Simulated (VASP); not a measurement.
LiF, 4 atoms in the cell. Symmetry: P6_3mc, No. 186, hexagonal system. The conventional cell has a = 3.126 Å, b = 3.126 Å, c = 4.902 Å, α = 90.00°, β = 90.00°, γ = 120.00°. Within 2.5 Å of Li (site symmetry 3m) lie 4 F at 1.86 to 2.00 Å. F (site symmetry 3m) has 4 Li at 1.86 to 2.00 Å within 2.5 Å.  This cell differs from its parent crystal: atoms shifted along a free coordinate, c/a of the conventional cell at fixed volume 1.5681.

* Program: VASP 6.6.1
* Task: single point
* Functional: PBE
* Potentials or basis: VASP PAW PBE potentials, release 64 (Li_sv, F)
* Cutoff: 520 eV
* k mesh: 9 × 9 × 6
* Occupations: gaussian, width 0.05 eV
* Spin: no spin polarisation
* Dipole correction: no
* Further INCAR settings: ALGO = Normal; EDIFF = 1e-07; NBANDS = 18

Potentials or basis: VASP PAW PBE potentials, release 64 (Li_sv, F).

Run with:

```bash
$ cat potpaw_PBE.64/Li_sv/POTCAR potpaw_PBE.64/F/POTCAR > POTCAR
$ mpirun -np 1 vasp_std > vasp.out
```

Hardware: 1 thread of Intel(R) Xeon(R) Platinum 8488C (Sapphire Rapids), on a shared host.

Q: How long does it take, and how much memory?

A: Run time: 23 s on 1 thread of Intel(R) Xeon(R) Platinum 8488C (Sapphire Rapids) (shared host), peak memory 0.15 GiB. Counts: scf iterations 15, k points 48.
